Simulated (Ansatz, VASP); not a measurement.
Two plane-wave programs on Mg3ScBr3

```
Mg Sc Br
1.0
     5.66278    0.00000    0.00000
     0.00000    5.66278    0.00000
     0.00000    0.00000    5.66278
Mg Sc Br
3 1 3
Direct
  0.00000 0.50000 0.50000
  0.50000 0.50000 0.00000
  0.50000 0.00000 0.50000
  0.50000 0.50000 0.50000
  0.00000 0.50000 0.00000
  0.50000 0.00000 0.00000
  0.00000 0.00000 0.50000
```

Change from the starting cell: species swapped into the Ce3GaBr3 type (Pm-3m, No. 221).

Alike in both runs: task single point; functional PBE; k mesh 4 × 4 × 4; occupations gaussian, width 0.1 eV; no spin polarisation.

|  | VASP | Ansatz |
| --- | --- | --- |
| version | VASP 6.6.1 | Ansatz 0.2.0 |
| potentials or method | VASP PAW PBE potentials, release 64 (Mg, Sc_sv, Br), cutoff 520 eV | scalar-relativistic, plane waves, PAW |
| valence electrons in the cell | 38 | 62 |

Ansatz gave:

```
gap on the k mesh at the Fermi level (eV) : none
pressure (GPa)                            : 5.9
```

Task: Which values does VASP return?

Result: gap on the k mesh at the Fermi level (eV): none; pressure (GPa): 5.8.

A gap of «none» marks a metal or a gap that the smearing closes. The functional is the same, so the differences come from potentials, cutoffs and numerics. VASP's potentials hold 38 valence electrons a cell and Ansatz's 62, so a difference there can come from the potentials and not from the codes.
